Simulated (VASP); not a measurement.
The system is Cu3N.

```
CELL_PARAMETERS angstrom
3.80700 0.00000 0.00000
0.00000 3.80700 0.00000
0.00000 0.00000 3.80700
ATOMIC_POSITIONS crystal
Cu 0.50000 0.00000 0.00000
Cu 0.00000 0.50000 0.00000
Cu 0.00000 0.00000 0.50000
N 0.00000 0.00000 0.00000
```

Base run:

| Quantity | Value |
| --- | --- |
| Program | VASP 6.6.1 |
| Functional | RPBE |
| Potentials or basis | VASP PAW PBE potentials, release 64 (Cu, N) |
| Cutoff | 600 eV |
| k mesh | 6 × 6 × 6 |
| Occupations | gaussian, width 0.01 eV |
| Spin | no spin polarisation |

Its results: band gap on the k mesh 0.19 eV, indirect (least direct gap 0.74 eV); pressure 6.5 GPa.

**Question.** The run is repeated on the same cell with these changes: functional from RPBE to revPBE. What comes out?

**Answer.** Band gap on the k mesh 0.19 eV, indirect (least direct gap 0.74 eV); pressure 5.4 GPa.

Caveats: the PAW data sets were made with another functional, which shifts forces and pressure a little.

A k mesh can miss the band edges.
